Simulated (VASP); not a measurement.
# ZnO (P6_3mc) in VASP: single point with revPBE

Aim: the single point of ZnO with revPBE.

All numbers are computed with VASP 6.6.1; they aren't measurements. Logs are shortened: lines on timing, memory, paths and dates and some standing lists are left out, and cuts for length are marked.

## Step 1: The cell of the first run

It takes space group P6_3mc (No. 186, hexagonal). The conventional cell has a = 3.249 Å, b = 3.249 Å, c = 5.206 Å, α = 90.00°, β = 90.00°, γ = 120.00°. Within 2.6 Å of Zn (site symmetry 3m) lie 4 O at 1.97 to 1.98 Å. O (site symmetry 3m) has 4 Zn at 1.97 to 1.98 Å within 2.6 Å.

## Step 2: Single point, revPBE

Input file INCAR:

```
SYSTEM = ZnO
PREC = Accurate
ENCUT = 600
EDIFF = 1E-6
ISMEAR = 0
SIGMA = 0.02
LREAL = .FALSE.
LASPH = .TRUE.
NELM = 120
ALGO = Normal
ISIF = 2
LWAVE = .FALSE.
LCHARG = .FALSE.
GGA = RE
NBANDS = 26
GGA_COMPAT = .FALSE.
```

Input file KPOINTS:

```
regular mesh
0
G
  5 5 3
  0 0 0
```

Input file POSCAR:

```
ZnO
1.0
    3.2493080000      0.0000000000      0.0000000000
   -1.6246540000      2.8139830000      0.0000000000
    0.0000000000      0.0000000000      5.2057090000
Zn O
2 2
Direct
    0.3333333333      0.6666666667      0.5000000000
    0.6666666667      0.3333333333      0.0000000000
    0.6666666667      0.3333333333      0.3790100000
    0.3333333333      0.6666666667      0.8790100000
```

Potentials or basis: VASP PAW PBE potentials, release 64 (Zn, O).

Launch:

```bash
cat potpaw_PBE.64/Zn/POTCAR potpaw_PBE.64/O/POTCAR > POTCAR
mpirun -np 1 vasp_std > vasp.out
```

OUTCAR:

```text
SYSTEM = ZnO
   PREC = Accurate
   ENCUT = 600
   EDIFF = 1E-6
   ISMEAR = 0
   LREAL = .FALSE.
   LASPH = .TRUE.
   NELM = 120
   ISIF = 2
   GGA = RE

 ion  position               nearest neighbor table
   1  0.333  0.667  0.500-   4 1.97   3 1.98   3 1.98   3 1.98
   2  0.667  0.333  0.000-   3 1.97   4 1.98   4 1.98   4 1.98
   3  0.667  0.333  0.379-   2 1.97   1 1.98   1 1.98   1 1.98
   4  0.333  0.667  0.879-   1 1.97   2 1.98   2 1.98   2 1.98

  LATTYP: Found a hexagonal cell.
 ALAT       =     3.2493080000
 C/A-ratio  =     1.6020977390

  Lattice vectors:

 A1 = (   3.2493080000,   0.0000000000,   0.0000000000)
 A2 = (  -1.6246540000,   2.8139830000,   0.0000000000)
 A3 = (   0.0000000000,   0.0000000000,   5.2057090000)

Analysis of symmetry for initial positions (statically):
=====================================================================
 Subroutine PRICEL returns:
 Original cell was already a primitive cell.

 Routine SETGRP: Setting up the symmetry group for a
 hexagonal supercell.

 Subroutine GETGRP returns: Found 12 space group operations
 (whereof  6 operations were pure point group operations)
 out of a pool of 24 trial point group operations.

The static configuration has the point symmetry C_3v.
 The point group associated with its full space group is C_6v.

Analysis of symmetry for dynamics (positions and initial velocities):
=====================================================================
 Subroutine PRICEL returns:
 Original cell was already a primitive cell.

 Routine SETGRP: Setting up the symmetry group for a
 hexagonal supercell.

 Subroutine GETGRP returns: Found 12 space group operations
 (whereof  6 operations were pure point group operations)
 out of a pool of 24 trial point group operations.

The dynamic configuration has the point symmetry C_3v.
 The point group associated with its full space group is C_6v.

 Subroutine INISYM returns: Found 12 space group operations
 (whereof  6 operations are pure point group operations),
 and found     1 'primitive' translations

----------------------------------------------------------------------------------------

                                     Primitive cell

  volume of cell :      47.5984

  direct lattice vectors                    reciprocal lattice vectors
     3.249308000  0.000000000  0.000000000     0.307757836  0.177684087  0.000000000
    -1.624654000  2.813983000  0.000000000     0.000000000  0.355368174  0.000000000
     0.000000000  0.000000000  5.205709000     0.000000000  0.000000000  0.192096792
[... 74 lines left out ...]
   LREAL  =      F    real-space projection
   EDIFFG = 0.1E-04   stopping-criterion for IOM
   NSW    =      0    number of steps for IOM
   IBRION =     -1    ionic relax: 0-MD 1-quasi-New 2-CG
   NFREE  =      0    steps in history (QN), initial steepest desc. (CG)
   ISIF   =      2    stress and relaxation
   ISYM   =      2    0-nonsym 1-usesym 2-fastsym
   POTIM  = 0.5000    time-step for ionic-motion
   TEBEG  =    0.0;   TEEND  =   0.0 temperature during run
   PSTRESS=    0.0 pullay stress
   NELECT =      36.0000    total number of electrons
   NUPDOWN=      -1.0000    fix difference up-down
   EMIN   =  10.00;   EMAX   =-10.00  energy-range for DOS
   EFERMI =   0.00;   METHOD = LEGACY
   ISMEAR =     0;   SIGMA  =   0.02  broadening in eV -4-tet -1-fermi 0-gaus
   EFERMI_NEDOS =   21; number of points for ismear=-14 and -15
   IALGO  =     38    algorithm
   IMIX   =      4    mixing-type and parameters
     AMIX     =   0.40;   BMIX     =  1.00
     AMIX_MAG =   1.60;   BMIX_MAG =  1.00
  volume/ion in A,a.u.               =      11.90        80.30
  Fermi-wavevector in a.u.,A,eV,Ry     =   1.491574  2.818667 30.270162  2.224794
  Thomas-Fermi vector in A             =   2.604212
   LORBIT       =      0    0 simple, 1 ext, 2 COOP (PROOUT), +10 PAW based schemes
   GGA     = RE    functional components
   LHFCALC =     F    Hartree Fock is set to
   AEXX    =    0.0000 exact exchange contribution
   IVDW    =     0    specifies the selected vdW correction
   LEPSILON=     F    determine dielectric tensor
   LRPA    =     F    only Hartree local field effects (RPA)
 non-spin polarized calculation
 Gauss-broadening in eV      SIGMA  =   0.02
  energy-cutoff  :      600.00
  volume of cell :       47.60
 maximum number of plane-waves:      1605
 NGX is ok and might be reduce to    28
   NGX = 13   NGY = 13   NGZ = 21

 number of electron      36.0000008 magnetization

 Free energy of the ion-electron system (eV)
  ---------------------------------------------------
  ext. energy  EPLUGINS =         0.00000000
  ---------------------------------------------------
  free energy    TOTEN  =       -16.47236274 eV

  energy without entropy =      -16.47236274  energy(sigma->0) =      -16.47236274

 E-fermi :   1.4313     XC(G=0): -10.7197

 val. band max:        1.3379662461   @ k =   0.0000   0.0000   0.0000
 cond. band min:       2.1919774065   @ k =   0.0000   0.0000   0.0000
 fundamental gap:      0.8540111604
 Fermi energy:         1.4312600314

 k-point     1 :       0.0000    0.0000    0.0000
  band No.  band energies     occupation
      1     -16.8146      2.00000
      2     -16.0946      2.00000
      3      -4.3407      2.00000
      4      -4.3407      2.00000
      5      -4.3011      2.00000
      6      -4.2651      2.00000
[... 279 lines left out ...]
     25      15.2906      0.00000
     26      15.9357      0.00000

------------------------ aborting loop because EDIFF is reached ----------------------------------------

  FORCE on cell =-STRESS in cart. coord.  units (eV):
  Direction    XX          YY          ZZ          XY          YZ          ZX
  --------------------------------------------------------------------------------------
  -------------------------------------------------------------------------------------
  Total        2.5797820      2.5797815      3.0721396      0.0000000      0.0000000      0.0000000
  in kB       86.8363091     86.8362923    103.4092272      0.0000000      0.0000000      0.0000000
  external PRESSURE =      92.3606096 kB  Pullay stress =       0.0000000 kB

 VOLUME and BASIS-vectors are now :
 -----------------------------------------------------------------------------
  energy-cutoff  :      600.00
  volume of cell :       47.60
      direct lattice vectors                 reciprocal lattice vectors
     3.249308000  0.000000000  0.000000000     0.307757836  0.177684087  0.000000000
    -1.624654000  2.813983000  0.000000000     0.000000000  0.355368174  0.000000000
     0.000000000  0.000000000  5.205709000     0.000000000  0.000000000  0.192096792

 POSITION                                       TOTAL-FORCE (eV/Angst)
 -----------------------------------------------------------------------------------
     -0.00000      1.87599      2.60285        -0.000000     -0.000000     -0.078652
      1.62465      0.93799      0.00000        -0.000000     -0.000000     -0.078652
      1.62465      0.93799      1.97302         0.000000      0.000000      0.078652
     -0.00000      1.87599      4.57587         0.000000      0.000000      0.078652
 -----------------------------------------------------------------------------------
    total drift:                                0.000000      0.000000     -0.001287

  FREE ENERGIE OF THE ION-ELECTRON SYSTEM (eV)
  ---------------------------------------------------
  free  energy   TOTEN  =       -16.4723627423 eV

  energy  without entropy=      -16.4723627423  energy(sigma->0) =      -16.47236274
```

Wall time 9.9 s (1 thread of Intel Xeon 6975P-C (Granite Rapids), shared host); peak memory 0.17 GiB.

What came out:

| Property | Result |
| --- | --- |
| Free energy | -16.4724 eV |
| Pressure | 9.2 GPa |
| Largest force | 0.079 eV/Å |
| Band gap on the k mesh | 0.85 eV |

Forces on the atoms (eV/Å):
```
Zn   0.000  0.000 -0.079
Zn   0.000  0.000 -0.079
O    0.000  0.000  0.079
O    0.000  0.000  0.079
```

Caveat: the k points lie up to 0.45 Å⁻¹ apart; the PAW data sets were made with another functional, which shifts forces and pressure a little.
